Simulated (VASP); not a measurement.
# Ge (Fd-3m) in VASP: a series of runs

Ge is run at these levels: PBEsol; tasks: single point.

All numbers are computed with VASP 6.6.1; they aren't measurements. Logs are shortened: lines on timing, memory, paths and dates and some standing lists are left out, and cuts for length are marked.

## Step 1: The cell of the first run

Symmetry: Fd-3m, No. 227, cubic system. The conventional cell has a = 5.181 Å, b = 5.181 Å, c = 5.181 Å, α = 90.00°, β = 90.00°, γ = 90.00°. Within 3.0 Å of Ge (site symmetry -43m) lie 4 Ge at 2.24 Å.

## Step 2: Single point, PBEsol

INCAR

```
PREC     = Accurate       # precision mode
ENCUT    = 520            # plane-wave cutoff, eV
EDIFF    = 1E-6           # SCF threshold, eV
ISMEAR   = 0              # smearing method
SIGMA    = 0.01           # smearing width, eV
LREAL    = False          # projectors in reciprocal space
LASPH    = True           # aspherical terms in the spheres
NELM     = 60             # most SCF steps
ALGO     = Normal         # electronic algorithm
ISIF     = 2              # what is computed and relaxed
LWAVE    = False          # write WAVECAR
LCHARG   = True           # write CHGCAR
GGA      = PS             # functional
LELF     = True           # ELF
LVHAR    = True         
NBANDS   = 21             # bands
```

KPOINTS

```
regular mesh
0
Gamma
  12 12 12
```

POSCAR

```
Ge
1.0
    0.0000000000      2.5904831032      2.5904831032
    2.5904831032      0.0000000000      2.5904831032
    2.5904831032      2.5904831032      0.0000000000
Ge
2
Direct
    0.5000000000      0.5000000000      0.5000000000
    0.7500000000      0.7500000000      0.7500000000
```

Potentials or basis: VASP PAW PBE potentials, release 64 (Ge_d).

Command:

```sh
cat potpaw_PBE.64/Ge_d/POTCAR > POTCAR
mpirun -np 1 vasp_std > vasp.out
```

OUTCAR:

```text
PREC = Accurate
   ENCUT = 520
   EDIFF = 1E-6
   ISMEAR = 0
   LREAL = False
   LASPH = True
   NELM = 60
   ISIF = 2
   GGA = PS

 ion  position               nearest neighbor table
   1  0.500  0.500  0.500-   2 2.24   2 2.24   2 2.24   2 2.24
   2  0.750  0.750  0.750-   1 2.24   1 2.24   1 2.24   1 2.24

  LATTYP: Found a face centered cubic cell.
 ALAT       =     5.1809662064

  Lattice vectors:

 A1 = (   0.0000000000,   2.5904831032,   2.5904831032)
 A2 = (   2.5904831032,   0.0000000000,   2.5904831032)
 A3 = (   2.5904831032,   2.5904831032,   0.0000000000)

Analysis of symmetry for initial positions (statically):
=====================================================================
 Subroutine PRICEL returns:
 Original cell was already a primitive cell.

 Routine SETGRP: Setting up the symmetry group for a
 face centered cubic supercell.

 Subroutine GETGRP returns: Found 48 space group operations
 (whereof 24 operations were pure point group operations)
 out of a pool of 48 trial point group operations.

The static configuration has the point symmetry T_d .
 The point group associated with its full space group is O_h .

Analysis of symmetry for dynamics (positions and initial velocities):
=====================================================================
 Subroutine PRICEL returns:
 Original cell was already a primitive cell.

 Routine SETGRP: Setting up the symmetry group for a
 face centered cubic supercell.

 Subroutine GETGRP returns: Found 48 space group operations
 (whereof 24 operations were pure point group operations)
 out of a pool of 48 trial point group operations.

The dynamic configuration has the point symmetry T_d .
 The point group associated with its full space group is O_h .

 Subroutine INISYM returns: Found 48 space group operations
 (whereof 24 operations are pure point group operations),
 and found     1 'primitive' translations

----------------------------------------------------------------------------------------

                                     Primitive cell

  volume of cell :      34.7674

  direct lattice vectors                    reciprocal lattice vectors
     0.000000000  2.590483103  2.590483103    -0.193014191  0.193014191  0.193014191
     2.590483103  0.000000000  2.590483103     0.193014191 -0.193014191  0.193014191
     2.590483103  2.590483103  0.000000000     0.193014191  0.193014191 -0.193014191

  length of vectors
     3.663496338  3.663496338  3.663496338     0.334310385  0.334310385  0.334310385

[... 79 lines left out ...]
   NELM   =     60;   NELMIN=  2; NELMDL= -5     # of ELM steps
   EDIFF  = 0.1E-05   stopping-criterion for ELM
   LREAL  =      F    real-space projection
   EDIFFG = 0.1E-04   stopping-criterion for IOM
   NSW    =      0    number of steps for IOM
   IBRION =     -1    ionic relax: 0-MD 1-quasi-New 2-CG
   NFREE  =      0    steps in history (QN), initial steepest desc. (CG)
   ISIF   =      2    stress and relaxation
   ISYM   =      2    0-nonsym 1-usesym 2-fastsym
   POTIM  = 0.5000    time-step for ionic-motion
   TEBEG  =    0.0;   TEEND  =   0.0 temperature during run
   PSTRESS=    0.0 pullay stress
   NELECT =      28.0000    total number of electrons
   NUPDOWN=      -1.0000    fix difference up-down
   EMIN   =  10.00;   EMAX   =-10.00  energy-range for DOS
   EFERMI =   0.00;   METHOD = LEGACY
   ISMEAR =     0;   SIGMA  =   0.01  broadening in eV -4-tet -1-fermi 0-gaus
   EFERMI_NEDOS =   21; number of points for ismear=-14 and -15
   IALGO  =     38    algorithm
   IMIX   =      4    mixing-type and parameters
     AMIX     =   0.40;   BMIX     =  1.00
     AMIX_MAG =   1.60;   BMIX_MAG =  1.00
  volume/ion in A,a.u.               =      17.38       117.31
  Fermi-wavevector in a.u.,A,eV,Ry     =   1.523129  2.878297 31.564463  2.319923
  Thomas-Fermi vector in A             =   2.631614
   LORBIT       =      0    0 simple, 1 ext, 2 COOP (PROOUT), +10 PAW based schemes
   GGA     = PS    functional components
   LHFCALC =     F    Hartree Fock is set to
   AEXX    =    0.0000 exact exchange contribution
   IVDW    =     0    specifies the selected vdW correction
   LEPSILON=     F    determine dielectric tensor
   LRPA    =     F    only Hartree local field effects (RPA)
 non-spin polarized calculation
 Gauss-broadening in eV      SIGMA  =   0.01
  energy-cutoff  :      520.00
  volume of cell :       34.77
 maximum number of plane-waves:       960
   NGX = 13   NGY = 13   NGZ = 13

 number of electron      27.9999998 magnetization

 Free energy of the ion-electron system (eV)
  ---------------------------------------------------
  ext. energy  EPLUGINS =         0.00000000
  ---------------------------------------------------
  free energy    TOTEN  =        -8.95116432 eV

  energy without entropy =       -8.95113851  energy(sigma->0) =       -8.95115141

 E-fermi :   7.8427     XC(G=0): -11.4485

 val. band max:        7.6354674443   @ k =  -0.0833   0.0833   0.0000
 cond. band min:       7.8431658616   @ k =   0.0000   0.0000   0.0000
 fundamental gap:      0.2076984173
 Fermi energy:         7.8426982388

 k-point     1 :       0.0000    0.0000    0.0000
  band No.  band energies     occupation
      1     -17.5352      2.00000
      2     -17.5352      2.00000
      3     -17.5352      2.00000
      4     -17.4733      2.00000
      5     -17.4733      2.00000
      6     -17.0663      2.00000
[... 565 lines left out ...]
     20      18.4276      0.00000
     21      19.3124      0.00000

 [... further k-points ...]

------------------------ aborting loop because EDIFF is reached ----------------------------------------

  FORCE on cell =-STRESS in cart. coord.  units (eV):
  Direction    XX          YY          ZZ          XY          YZ          ZX
  --------------------------------------------------------------------------------------
  -------------------------------------------------------------------------------------
  Total        7.6249443      7.6249443      7.6249443     -0.0000000      0.0000000     -0.0000000
  in kB      351.3783266    351.3783266    351.3783266     -0.0000000      0.0000000     -0.0000000
  external PRESSURE =     351.3783266 kB  Pullay stress =       0.0000000 kB

 VOLUME and BASIS-vectors are now :
 -----------------------------------------------------------------------------
  energy-cutoff  :      520.00
  volume of cell :       34.77
      direct lattice vectors                 reciprocal lattice vectors
     0.000000000  2.590483103  2.590483103    -0.193014191  0.193014191  0.193014191
     2.590483103  0.000000000  2.590483103     0.193014191 -0.193014191  0.193014191
     2.590483103  2.590483103  0.000000000     0.193014191  0.193014191 -0.193014191

 POSITION                                       TOTAL-FORCE (eV/Angst)
 -----------------------------------------------------------------------------------
      2.59048      2.59048      2.59048        -0.000000     -0.000000     -0.000000
      3.88572      3.88572      3.88572         0.000000      0.000000      0.000000
 -----------------------------------------------------------------------------------
    total drift:                                0.000000      0.000000      0.000000

  FREE ENERGIE OF THE ION-ELECTRON SYSTEM (eV)
  ---------------------------------------------------
  free  energy   TOTEN  =        -8.9511643160 eV

  energy  without entropy=       -8.9511385125  energy(sigma->0) =       -8.95115141
```

Run time: 19 s. Hardware: 1 thread of Intel Xeon 6975P-C (Granite Rapids), shared host; peak memory 0.17 GiB.

Results:

```yaml
Free_energy: -8.9512 eV
Pressure: 35.1 GPa
Band_gap_on_the_k_mesh: zero (filled and empty bands touch)
```

Levels at points of the mesh, in eV from the Fermi level:
```
           k point  band 11  band 12  band 13  band 14  band 15  band 16  band 17  band 18
(0.00, 0.00, 0.00)   -15.15     0.00     0.00     0.00     2.57     2.57     2.57     2.61
(0.50, 0.00, 0.00)   -12.29    -9.22    -1.89    -1.89     1.05     3.74     3.74     6.91
(0.50, 0.50, 0.00)   -10.13   -10.13    -4.17    -4.17     0.19     0.19    11.83    11.83
```

Caveat: the cell stands under pressure; semilocal functionals underestimate gaps, and a narrow one can read as zero; the PAW data sets were made with another functional, which shifts forces and pressure a little.

## Step 3: Single point, PBEsol

This run uses another cell than the first one, of 19.17 Å³/atom.

INCAR

```
SYSTEM = Ge
  PREC = Accurate
  ENCUT = 520
  EDIFF = 1E-7
  ISMEAR = 0
  SIGMA = 0.01
  LREAL = .FALSE.
  LASPH = .TRUE.
  NELM = 60
  ALGO = Normal
  ISIF = 2
  LWAVE = .FALSE.
  LCHARG = .FALSE.
  GGA = PS
  NBANDS = 21
```

KPOINTS

```
Automatic mesh
0
G
  14 14 14
  0 0 0
```

POSCAR

```
Ge
1.0
    0.0000000000      2.6762525870      2.6762525870
    2.6762525870      0.0000000000      2.6762525870
    2.6762525870      2.6762525870      0.0000000000
Ge
2
Direct
    0.5000000000      0.5000000000      0.5000000000
    0.7500000000      0.7500000000      0.7500000000
```

Potentials or basis: VASP PAW PBE potentials, release 64 (Ge_d).

Command:

```sh
cat potpaw_PBE.64/Ge_d/POTCAR > POTCAR
mpirun -np 1 vasp_std > vasp.out
```

Run time: 29 s. Hardware: 1 thread of Intel Xeon 6975P-C (Granite Rapids), shared host; peak memory 0.19 GiB.

Results (log left out):

| Property | Result |
| --- | --- |
| Free energy | -9.5263 eV |
| Pressure | 17.9 GPa |
| Band gap on the k mesh | 0.22 eV (least direct gap 1.60 eV) |

Levels at points of the mesh, in eV from the valence-band top:
```tsv
k point	band 11	band 12	band 13	band 14	band 15	band 16	band 17	band 18
(0.00, 0.00, 0.00)	-14.20	0.00	0.00	0.00	1.60	2.58	2.58	2.58
(0.50, 0.00, 0.00)	-11.65	-8.54	-1.69	-1.69	0.68	3.76	3.76	6.97
(0.50, 0.50, 0.00)	-9.62	-9.62	-3.73	-3.73	0.40	0.40	10.93	10.93
```

Caveat: the cell stands under pressure; the PAW data sets were made with another functional, which shifts forces and pressure a little. A k mesh can miss the band edges.

## Step 4: Single point, PBEsol

This run uses another cell than the first one, of 21.00 Å³/atom.

INCAR

```
SYSTEM = Ge
PREC = Accurate
ENCUT = 520
EDIFF = 1E-7
ISMEAR = -1
SIGMA = 0.15
LREAL = .FALSE.
LASPH = .TRUE.
NELM = 80
ALGO = Normal
ISIF = 2
LWAVE = .FALSE.
LCHARG = .FALSE.
GGA = PS
NBANDS = 21
```

KPOINTS is that of step 3.

POSCAR

```
Ge
1.0
    0.0000000000      2.7589733415      2.7589733415
    2.7589733415      0.0000000000      2.7589733415
    2.7589733415      2.7589733415      0.0000000000
Ge
2
Direct
    0.5000000000      0.5000000000      0.5000000000
    0.7500000000      0.7500000000      0.7500000000
```

Command:

```sh
cat potpaw_PBE.64/Ge_d/POTCAR > POTCAR
mpirun -np 1 vasp_std > vasp.out
```

Wall time 40 s (1 thread of Intel Xeon 6975P-C (Granite Rapids), shared host); peak memory 0.21 GiB.

The run converged. Its results:

```yaml
Free_energy: -9.8029 eV
Pressure: 6.9 GPa
Band_gap_on_the_k_mesh: 0.36 eV (least direct gap 0.70 eV)
```

Levels at points of the mesh, in eV from the valence-band top:
| k point | band 11 | band 12 | band 13 | band 14 | band 15 | band 16 | band 17 | band 18 |
| --- | --- | --- | --- | --- | --- | --- | --- | --- |
| (0.00, 0.00, 0.00) | -13.40 | 0.00 | 0.00 | 0.00 | 0.70 | 2.56 | 2.56 | 2.56 |
| (0.50, 0.00, 0.00) | -11.10 | -8.00 | -1.53 | -1.53 | 0.36 | 3.74 | 3.74 | 6.99 |
| (0.50, 0.50, 0.00) | -9.20 | -9.20 | -3.36 | -3.36 | 0.56 | 0.56 | 10.13 | 10.13 |

Caveat: the cell stands under pressure; the PAW data sets were made with another functional, which shifts forces and pressure a little.

## Step 5: Single point, PBEsol (22.42 Å³/atom)

This run uses another cell than the first one, of 22.42 Å³/atom.

INCAR

```
PREC     = Accurate       # precision mode
ENCUT    = 520            # plane-wave cutoff, eV
EDIFF    = 1E-7           # SCF threshold, eV
ISMEAR   = -1             # smearing method
SIGMA    = 0.15           # smearing width, eV
LREAL    = F              # projectors in reciprocal space
LASPH    = T              # aspherical terms in the spheres
NELM     = 60             # most SCF steps
ALGO     = Normal         # electronic algorithm
ISIF     = 2              # what is computed and relaxed
LWAVE    = F              # write WAVECAR
LCHARG   = F              # write CHGCAR
GGA      = PS             # functional
NBANDS   = 21             # bands
```

KPOINTS

```
Automatic mesh
0
Gamma
  14 14 14
```

POSCAR

```
Ge
1.0
    0.0000000000      2.8196893398      2.8196893398
    2.8196893398      0.0000000000      2.8196893398
    2.8196893398      2.8196893398      0.0000000000
Ge
2
Direct
    0.5000000000      0.5000000000      0.5000000000
    0.7500000000      0.7500000000      0.7500000000
```

Command:

```sh
cat potpaw_PBE.64/Ge_d/POTCAR > POTCAR
mpirun -np 1 vasp_std > vasp.out
```

It took 42 s on 1 thread of Intel Xeon 6975P-C (Granite Rapids), shared host; peak memory 0.21 GiB.

The run converged. Its results:

| Property | Result |
| --- | --- |
| Free energy | -9.8736 eV |
| Pressure | 1.3 GPa |
| Band gap on the k mesh | 0.08 eV |

Levels at points of the mesh, in eV from the valence-band top:
```
           k point  band 12  band 13  band 14  band 15  band 16  band 17
(0.00, 0.00, 0.00)     0.00     0.00     0.00     0.08     2.54     2.54
(0.50, 0.00, 0.00)    -7.67    -1.42    -1.42     0.15     3.72     3.72
(0.50, 0.50, 0.00)    -8.94    -3.12    -3.12     0.65     0.65     9.57
```

Caveat: the smearing spreads over this small gap; the PAW data sets were made with another functional, which shifts forces and pressure a little.

## Step 6: The runs side by side

```csv
cell,k mesh,smearing,gap on the mesh (eV),pressure (GPa)
"a = 3.663 Å, angles 60.0°, 2 atoms",12 × 12 × 12,gaussian 0.01 eV,none,35.1
"a = 3.785 Å, angles 60.0°, 2 atoms",14 × 14 × 14,gaussian 0.01 eV,0.22,17.9
"a = 3.902 Å, angles 60.0°, 2 atoms",14 × 14 × 14,fermi-dirac 0.15 eV,0.36,6.9
"a = 3.988 Å, angles 60.0°, 2 atoms",14 × 14 × 14,fermi-dirac 0.15 eV,0.08,1.3
```

Alike in all rows: task single point; level PBEsol; potentials or basis VASP PAW PBE potentials, release 64 (Ge_d); no spin polarisation; cutoff (eV) 520.

Caveats: the PAW data sets were made with another functional, which shifts forces and pressure a little; the cell stands under pressure (at least some runs); semilocal functionals underestimate gaps, and a narrow one can read as zero (at least some runs); the smearing spreads over this small gap (at least some runs).

Absolute energies hang on the potentials; compare differences alone.

The gap in the log of VASP goes by the Fermi energy; the results here count the filled bands.